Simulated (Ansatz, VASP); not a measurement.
## Ni: VASP beside Ansatz

INCAR

```
ALGO = Normal
EDIFF = 1E-7
ENCUT = 520
GGA = PE
ISIF = 2
ISMEAR = -1
LASPH = True
LCHARG = False
LREAL = False
LWAVE = False
NBANDS = 17
NELM = 80
PREC = Accurate
SIGMA = 0.1
```

The input KPOINTS:

```
k-points
0
Gamma
  16 16 9
```

File POSCAR:

```
Ni
1.0
    2.5151041449      0.0000000000      0.0000000000
   -1.2575520724      2.1781440826      0.0000000000
    0.0000000000      0.0000000000      4.1363667502
Ni
2
Direct
    0.3333333333      0.6666666667      0.2500000000
    0.6666666667      0.3333333333      0.7500000000
```

Input for Ansatz:

```yaml
crystal:
  lattice:
    - [2.5151041449, 0.0, 0.0]
    - [-1.2575520724, 2.1781440826, 0.0]
    - [0.0, 0.0, 4.1363667502]
  atoms:
    - { symbol: Ni, position: [0.3333333333, 0.6666666667, 0.25] }
    - { symbol: Ni, position: [0.6666666667, 0.3333333333, 0.75] }
hamiltonian:
  xc: pbe
  pseudopotentials:
    kind: paw
    azcp:
      Ni: "pseudopotentials/Ni.paw.azcp"
basis:
  ecutwfc: 420
  fft_grid_basis: typed
kpoints:
  mp_grid: { grid: [16, 16, 9], shift: [0, 0, 0] }
magnetization:
  spin_polarized: false
scf:
  occupations: { method: fermi_dirac, width: 0.1 }
  lower_state_search: "off"
output:
  stress: true
```

Alike in both runs: task single point; functional PBE; k mesh 16 × 16 × 9; occupations fermi-dirac, width 0.1 eV; no spin polarisation.

|  | VASP | Ansatz |
| --- | --- | --- |
| version | VASP 6.6.1 | Ansatz 0.2.0 |
| potentials or method | VASP PAW PBE potentials, release 64 (Ni), cutoff 520 eV | plane waves (420 eV) with PAW, scalar-relativistic |
| valence electrons in the cell | 20 | 36 |

```tsv
	VASP	Ansatz	Ansatz less VASP
pressure (GPa)	-6.9	-7.0	-0.13
traceless stress, the component that is largest in VASP (GPa)	-0.11	-0.05	+0.057
```

VASP's potentials hold 20 valence electrons a cell and Ansatz's 36, so a difference there can come from the potentials and not from the codes.
